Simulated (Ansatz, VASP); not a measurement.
## Two plane-wave programs on W

INCAR

```
  PREC = Accurate
  ENCUT = 520
  EDIFF = 1E-7
  ISMEAR = 0
  SIGMA = 0.15
  LREAL = F
  LASPH = T
  NELM = 100
  ALGO = Fast
  ISIF = 2
  LWAVE = F
  LCHARG = F
  GGA = PE
  NBANDS = 13
```

KPOINTS

```
regular mesh
0
Gamma
  20 20 20
```

Contents of POSCAR:

```
W
1.0
   -1.6771650000      1.6771650000      1.5973000000
    1.6771650000     -1.6771650000      1.5973000000
    1.6771650000      1.6771650000     -1.5973000000
W
1
Direct
    0.0000000000      0.0000000000      0.0000000000
```

Input for Ansatz:

```yaml
crystal:
  lattice:
    - [-1.677165, 1.677165, 1.5973]
    - [1.677165, -1.677165, 1.5973]
    - [1.677165, 1.677165, -1.5973]
  atoms:
    - { symbol: W, position: [0.0, 0.0, 0.0] }
basis:
  ecutwfc: 420
kpoints:
  mp_grid: { grid: [20, 20, 20] }
hamiltonian:
  xc: pbe
scf:
  occupations: { method: gaussian, width: 0.15 }
output:
  forces: true
  stress: true
  eigenvalues: true
```

Change from the starting cell: strain +0.050 along x and y, +0.000 along z, atoms carried along.

Alike in both runs: task single point; functional PBE; k mesh 20 × 20 × 20; occupations gaussian, width 0.15 eV; no spin polarisation.

```csv
,VASP,Ansatz
version,VASP 6.6.1,Ansatz 0.2.0
potentials or method,"VASP PAW PBE potentials, release 64 (W_sv), cutoff 520 eV","scalar-relativistic, plane waves, PAW"
valence electrons in the cell,14,14
```

|  | VASP | Ansatz | Ansatz less VASP |
| --- | --- | --- | --- |
| gap on the k mesh at the Fermi level (eV) | none | none | - |
| pressure (GPa) | -25.5 | -25.7 | -0.21 |
| traceless stress, the component that is largest in VASP (GPa) | 8.23 | 8.23 | +0.005 |

A gap of «none» marks a metal or a gap that the smearing closes.

Neither program's run includes spin-orbit coupling.
